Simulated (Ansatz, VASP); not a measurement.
**One calculation of Hf5F, two programs**

```
Hf F
1.0
     3.11767    0.00000    0.00000
     0.00000    3.11767    0.00000
     0.00000    0.00000   12.55847
Hf F
5 1
Direct
  0.50000 0.50000 0.31364
  0.50000 0.50000 0.68636
  0.00000 0.00000 0.14355
  0.00000 0.00000 0.85645
  0.00000 0.00000 0.50000
  0.50000 0.50000 0.00000
```

Change from the starting cell: species swapped into the Hf5Pb type (P4/mmm, No. 123).

Alike in both runs: functional PBE; k mesh 12 × 12 × 4; occupations gaussian, width 0.1 eV; no spin polarisation.

Ansatz relaxed the structure, and its values are those at the end. VASP's run is a single point on that final structure, the one shown.

```csv
,VASP,Ansatz
version,VASP 6.6.1,Ansatz 0.2.0
potentials or method,"VASP PAW PBE potentials, release 64 (Hf_pv, F), cutoff 520 eV","scalar-relativistic, plane waves, PAW"
valence electrons in the cell,57,137
```

```tsv
	VASP	Ansatz	Ansatz less VASP
gap on the k mesh at the Fermi level (eV)	none	none	-
pressure (GPa)	-0.6	0.0	+0.57
rms of the force components (eV/Å)	0.009	0.003	-0.0061
```

A gap of «none» marks a metal or a gap that the smearing closes. VASP's potentials hold 57 valence electrons a cell and Ansatz's 137, so a difference there can come from the potentials and not from the codes.

Neither program's run includes spin-orbit coupling.
